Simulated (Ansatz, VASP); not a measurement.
Two plane-wave programs on Si3N4

```
CELL_PARAMETERS angstrom
0.00000 3.86513 3.86513
3.86513 0.00000 3.86513
3.86513 3.86513 0.00000
ATOMIC_POSITIONS crystal
Si 0.12500 0.12500 0.62500
Si 0.12500 0.62500 0.12500
Si 0.62500 0.12500 0.12500
Si 0.12500 0.12500 0.12500
Si 0.75000 0.75000 0.75000
Si 0.50000 0.50000 0.50000
N 0.36757 0.36757 0.36757
N 0.35271 0.88243 0.88243
N 0.88243 0.88243 0.35271
N 0.88243 0.35271 0.88243
N 0.36757 0.36757 0.89729
N 0.36757 0.89729 0.36757
N 0.88243 0.88243 0.88243
N 0.89729 0.36757 0.36757
```

Alike in both runs: functional r2SCAN; k mesh 6 × 6 × 6; occupations gaussian, width 0.02 eV; no spin polarisation.

Ansatz relaxed the structure, and its values are those at the end. VASP's run is a single point on that final structure, the one shown.

```csv
,VASP,Ansatz
version,VASP 6.6.1,Ansatz 0.2.0
potentials or method,"VASP PAW PBE potentials, release 64 (Si, N), cutoff 520 eV","scalar-relativistic, plane waves, PAW"
valence electrons in the cell,64,64
```

```tsv
	VASP	Ansatz	Ansatz less VASP
gap on the k mesh at the Fermi level (eV)	4.03	4.03	+0.003
least direct gap on the mesh (eV)	4.05	4.05	+0.002
pressure (GPa)	0.1	0.0	-0.13
rms of the force components (eV/Å)	0.009	0.000	-0.0094
```

VASP's potentials were made for PBE, not for r2SCAN. With one functional, cell and mesh, what is left measures potentials, basis and numerics.
